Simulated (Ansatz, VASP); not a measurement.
## Si in VASP and in Ansatz

```
Si
1.0
    -3.32544    3.32544    1.92239
     3.32544   -3.32544    1.92239
     3.32544    3.32544   -1.92239
Si
4
Direct
  0.17880 0.17880 0.35760
  0.82120 0.82120 0.64240
  0.17880 0.82120 0.00000
  0.82120 0.17880 0.00000
```

Alike in both runs: task relaxation of cell and atoms; functional PBE; k mesh 10 × 10 × 10; occupations gaussian, width 0.01 eV; no spin polarisation.

|  | VASP | Ansatz |
| --- | --- | --- |
| version | VASP 6.6.1 | Ansatz 0.2.0 |
| potentials or method | VASP PAW PBE potentials, release 64 (Si), cutoff 600 eV | scalar-relativistic, plane waves, PAW |
| valence electrons in the cell | 16 | 16 |

Ansatz gave:

```
gap on the k mesh at the Fermi level, each at its own relaxed structure (eV)  : 0.41
relaxed volume (Å³/atom)                                                      : 21.61
relaxed length of the cell vector where the two differ most in proportion (Å) : 5.110
```

Problem. What did VASP give for the same quantities?

Solution. gap on the k mesh at the Fermi level, each at its own relaxed structure (eV): 0.41; relaxed volume (Å³/atom): 21.59; relaxed length of the cell vector where the two differ most in proportion (Å): 5.109.
